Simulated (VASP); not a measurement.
Input of a VASP 6.6.1 run:

The input INCAR:

```
SYSTEM = Ni
  PREC = Accurate
  ENCUT = 520
  EDIFF = 1E-6
  ISMEAR = -1
  SIGMA = 0.1
  LREAL = .FALSE.
  LASPH = .TRUE.
  NELM = 60
  ALGO = Normal
  ISIF = 2
  LWAVE = .FALSE.
  LCHARG = .FALSE.
  GGA = RE
  NBANDS = 11
```

The input KPOINTS:

```
regular mesh
0
G
  25 25 25
  0 0 0
```

Contents of POSCAR:

```
Ni
1.0
    0.0000000000      1.7207211455      1.7207211455
    1.7207211455      0.0000000000      1.7207211455
    1.7207211455      1.7207211455      0.0000000000
Ni
1
Direct
    0.0000000000      0.0000000000      0.0000000000
```

Potentials or basis: VASP PAW PBE potentials, release 64 (Ni).

Launch:

```console
$ cat potpaw_PBE.64/Ni/POTCAR > POTCAR
$ mpirun -np 1 vasp_std > vasp.out
```

Estimate the band gap on the k mesh.

zero (band 5 reaches 10.45 eV, above the bottom of band 6 at 9.38 eV).

What does it give for the pressure?

19.1 GPa.

Caveat: the PAW data sets were made with another functional, which shifts forces and pressure a little; the run has no spin polarisation, though such a crystal can be magnetic. Spin polarisation is off, so any magnetic state and its effect on volume and gap are missing.
